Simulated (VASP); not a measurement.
# Cr (P6_3/mmc) in VASP: further runs, part 2 of 2

VASP 6.6.1. Earlier steps stand in the parts before.

## 3. Single point, BLYP (volume scaled by 0.96)

Input file INCAR:

```
PREC = Accurate ; ENCUT = 520
EDIFF = 1E-6 ; ISMEAR = -1
SIGMA = 0.1 ; LREAL = False
LASPH = True ; NELM = 60
ALGO = Normal ; ISIF = 2
LWAVE = False ; LCHARG = True
GGA = B5 ; ALDAX = 1.0
AGGAX = 1.0 ; AGGAC = 1.0
ALDAC = 0.0 ; LELF = True
LVHAR = True ; NBANDS = 19
```

Input file KPOINTS:

```
regular mesh
0
Gamma
  16 16 8
```

Input file POSCAR:

```
Cr
1.0
    2.4741973189      0.0000000000      0.0000000000
   -1.2370986594      2.1427177321      0.0000000000
    0.0000000000      0.0000000000      4.4664697713
Cr
2
Direct
    0.3333333333      0.6666666667      0.2500000000
    0.6666666667      0.3333333333      0.7500000000
```

Potentials or basis: VASP PAW PBE potentials, release 64 (Cr_pv).

Command:

```bash
cat potpaw_PBE.64/Cr_pv/POTCAR > POTCAR
mpirun -np 1 vasp_std > vasp.out
```

OUTCAR:

```text
PREC = Accurate
   ENCUT = 520
   EDIFF = 1E-6
   ISMEAR = -1
   LREAL = False
   LASPH = True
   NELM = 60
   ISIF = 2
   GGA = B5

 ion  position               nearest neighbor table
   1  0.333  0.667  0.250-   2 2.65   2 2.65   2 2.65   2 2.65   2 2.65   2 2.65
   2  0.667  0.333  0.750-   1 2.65   1 2.65   1 2.65   1 2.65   1 2.65   1 2.65

  LATTYP: Found a hexagonal cell.
 ALAT       =     2.4741973189
 C/A-ratio  =     1.8052197119

  Lattice vectors:

 A1 = (   2.4741973189,   0.0000000000,   0.0000000000)
 A2 = (  -1.2370986594,   2.1427177321,   0.0000000000)
 A3 = (   0.0000000000,   0.0000000000,   4.4664697713)

Analysis of symmetry for initial positions (statically):
=====================================================================
 Subroutine PRICEL returns:
 Original cell was already a primitive cell.

 Routine SETGRP: Setting up the symmetry group for a
 hexagonal supercell.

 Subroutine GETGRP returns: Found 24 space group operations
 (whereof 12 operations were pure point group operations)
 out of a pool of 24 trial point group operations.

The static configuration has the point symmetry D_3d.
 The point group associated with its full space group is D_6h.

Analysis of symmetry for dynamics (positions and initial velocities):
=====================================================================
 Subroutine PRICEL returns:
 Original cell was already a primitive cell.

 Routine SETGRP: Setting up the symmetry group for a
 hexagonal supercell.

 Subroutine GETGRP returns: Found 24 space group operations
 (whereof 12 operations were pure point group operations)
 out of a pool of 24 trial point group operations.

The dynamic configuration has the point symmetry D_3d.
 The point group associated with its full space group is D_6h.

 Subroutine INISYM returns: Found 24 space group operations
 (whereof 12 operations are pure point group operations),
[... 104 lines left out ...]
   POTIM  = 0.5000    time-step for ionic-motion
   TEBEG  =    0.0;   TEEND  =   0.0 temperature during run
   PSTRESS=    0.0 pullay stress
   NELECT =      24.0000    total number of electrons
   NUPDOWN=      -1.0000    fix difference up-down
   EMIN   =  10.00;   EMAX   =-10.00  energy-range for DOS
   EFERMI =   0.00;   METHOD = LEGACY
   ISMEAR =    -1;   SIGMA  =   0.10  broadening in eV -4-tet -1-fermi 0-gaus
   EFERMI_NEDOS =   21; number of points for ismear=-14 and -15
   IALGO  =     38    algorithm
   IMIX   =      4    mixing-type and parameters
     AMIX     =   0.40;   BMIX     =  1.00
     AMIX_MAG =   1.60;   BMIX_MAG =  1.00
  volume/ion in A,a.u.               =      11.84        79.90
  Fermi-wavevector in a.u.,A,eV,Ry     =   1.644463  3.107584 36.793656  2.704257
  Thomas-Fermi vector in A             =   2.734424
   LORBIT       =      0    0 simple, 1 ext, 2 COOP (PROOUT), +10 PAW based schemes
   GGA     = B5    functional components
   LHFCALC =     F    Hartree Fock is set to
   AEXX    =    0.0000 exact exchange contribution
   IVDW    =     0    specifies the selected vdW correction
   LEPSILON=     F    determine dielectric tensor
   LRPA    =     F    only Hartree local field effects (RPA)
 non-spin polarized calculation
  energy-cutoff  :      520.00
  volume of cell :       23.68
 maximum number of plane-waves:       660
   NGX =  9   NGY =  9   NGZ = 17

 number of electron      23.9999999 magnetization

 Free energy of the ion-electron system (eV)
  ---------------------------------------------------
  ext. energy  EPLUGINS =         0.00000000
  ---------------------------------------------------
  free energy    TOTEN  =       -15.92680459 eV

  energy without entropy =      -15.82155195  energy(sigma->0) =      -15.87417827

 E-fermi :  10.9606     XC(G=0): -12.9294

 val. band max:       10.9572526506   @ k =   0.0625   0.0625   0.3750
 cond. band min:      10.9670184478   @ k =   0.1250   0.0000   0.0000
 fundamental gap:      0.0097657972
 Fermi energy:        10.9606091130

 k-point     1 :       0.0000    0.0000    0.0000
  band No.  band energies     occupation
      1     -32.1809      2.00000
      2     -31.5117      2.00000
      3     -31.3182      2.00000
      4     -31.3182      2.00000
      5     -31.2562      2.00000
      6     -31.2562      2.00000
[... 505 lines left out ...]
      6     -31.5307      2.00000
[... 11 lines left out ...]
     18      18.0972      0.00000
     19      18.0973      0.00000

 [... further k-points ...]
[... 5 lines left out ...]
  --------------------------------------------------------------------------------------
  -------------------------------------------------------------------------------------
  Total        1.4486578      1.4486578      1.2584115      0.0000000      0.0000000     -0.0000000
  in kB       98.0195469     98.0195469     85.1470404      0.0000000      0.0000000     -0.0000000
  external PRESSURE =      93.7287114 kB  Pullay stress =       0.0000000 kB

 VOLUME and BASIS-vectors are now :
 -----------------------------------------------------------------------------
  energy-cutoff  :      520.00
  volume of cell :       23.68
      direct lattice vectors                 reciprocal lattice vectors
     2.474197319  0.000000000  0.000000000     0.404171483  0.233348515  0.000000000
    -1.237098659  2.142717732  0.000000000     0.000000000  0.466697029  0.000000000
     0.000000000  0.000000000  4.466469771     0.000000000  0.000000000  0.223890466

 POSITION                                       TOTAL-FORCE (eV/Angst)
 -----------------------------------------------------------------------------------
     -0.00000      1.42848      1.11662         0.000000     -0.000000      0.000000
      1.23710      0.71424      3.34985        -0.000000      0.000000      0.000000
 -----------------------------------------------------------------------------------
    total drift:                                0.000000     -0.000000      0.000000

  FREE ENERGIE OF THE ION-ELECTRON SYSTEM (eV)
  ---------------------------------------------------
  free  energy   TOTEN  =       -15.9268045863 eV

  energy  without entropy=      -15.8215519513  energy(sigma->0) =      -15.87417827
```

stdout:

```text
POSCAR found type information on POSCAR Cr
 POSCAR found :  1 types and       2 ions
 scaLAPACK will be used
 -----------------------------------------------------------------------------
|                                                                             |
|                                                                             |
|     You enforced a specific xc type in the INCAR file but a different       |
|     I HOPE YOU KNOW WHAT YOU ARE DOING!                                     |
|                                                                             |
 -----------------------------------------------------------------------------

 LDA part: xc-table for (Slater(with rela. corr.)+VWN5), standard interpolation
 POSCAR, INCAR and KPOINTS ok, starting setup
 FFT: planning ... GRIDC
 FFT: planning ... GRID_SOFT
 FFT: planning ... GRID
 WAVECAR not read
 entering main loop
```

Run time: 36 s. Hardware: 1 thread of Intel Xeon 6975P-C, shared host; peak memory 0.17 GiB.

Results:

```
Free energy            : -15.9268 eV
Pressure               : 9.4 GPa
Band gap on the k mesh : zero (band 12 reaches 11.91 eV, above the bottom of band 13 at 10.60 eV)
```

Caveat: the PAW data sets were made with another functional, which shifts forces and pressure a little; the run has no spin polarisation, though such a crystal can be magnetic. Spin polarisation is off, so any magnetic state and its effect on volume and gap are missing.
